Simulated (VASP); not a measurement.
Input of a VASP 6.6.1 run:

File INCAR:

```
PREC = Accurate
ENCUT = 600
EDIFF = 1E-6
ISMEAR = 0
SIGMA = 0.1
LREAL = False
LASPH = True
NELM = 80
ALGO = Normal
ISIF = 3
LWAVE = False
LCHARG = False
GGA = PE
IBRION = 2
NSW = 90
EDIFFG = -0.04
```

KPOINTS

```
Automatic mesh
0
Gamma
  3 3 3
```

Contents of POSCAR:

```
Sr6MgAg
1.0
    3.9886061300      2.3028228200      4.4297569200
   -3.9886061300      2.3028228200      4.4297569200
    0.0000000000     -4.6056456500      4.4297569200
Sr Mg Ag
6 1 1
Direct
    0.2045792100      0.7954207900      0.5000000000
    0.5000000000      0.2045792100      0.7954207900
    0.7954207900      0.5000000000      0.2045792100
    0.7954207900      0.2045792100      0.5000000000
    0.5000000000      0.7954207900      0.2045792100
    0.2045792100      0.5000000000      0.7954207900
    0.5000000000      0.5000000000      0.5000000000
    0.0000000000      0.0000000000      0.0000000000
```

Potentials or basis: VASP PAW PBE potentials, release 64 (Sr_sv, Mg, Ag).

The run is started by

```bash
$ cat potpaw_PBE.64/Sr_sv/POTCAR potpaw_PBE.64/Mg/POTCAR potpaw_PBE.64/Ag/POTCAR > POTCAR
$ mpirun -np 1 vasp_std > vasp.out
```

**Question.** What does it give for the band gap on the k mesh?

**Answer.** Zero (an odd number of electrons rules out a gap without spin polarisation).

**Question.** Predict the relaxed volume.

**Answer.** 48.96 Å³/atom.

**Question.** Predict the relaxed cell.

**Answer.** a = 7.367 Å, b = 7.367 Å, c = 7.367 Å, α = 96.45°, β = 96.45°, γ = 96.45°.

Final structure:
```xyz
8
Lattice="5.4942 3.1721 3.7456 -5.4942 3.1721 3.7456 0.0000 -6.3442 3.7456" Properties=species:S:1:pos:R:3 pbc="T T T"
Sr   -3.7159    0.0000    5.6185
Sr    1.8580   -3.2181    5.6185
Sr    1.8580    3.2181    5.6185
Sr    3.7159    0.0000    5.6185
Sr   -1.8580    3.2181    5.6185
Sr   -1.8580   -3.2181    5.6185
Mg    0.0000    0.0000    5.6185
Ag    0.0000    0.0000    0.0000
```

Caveat: the volume moved by over 15 % at a fixed basis, so the end points are rough.
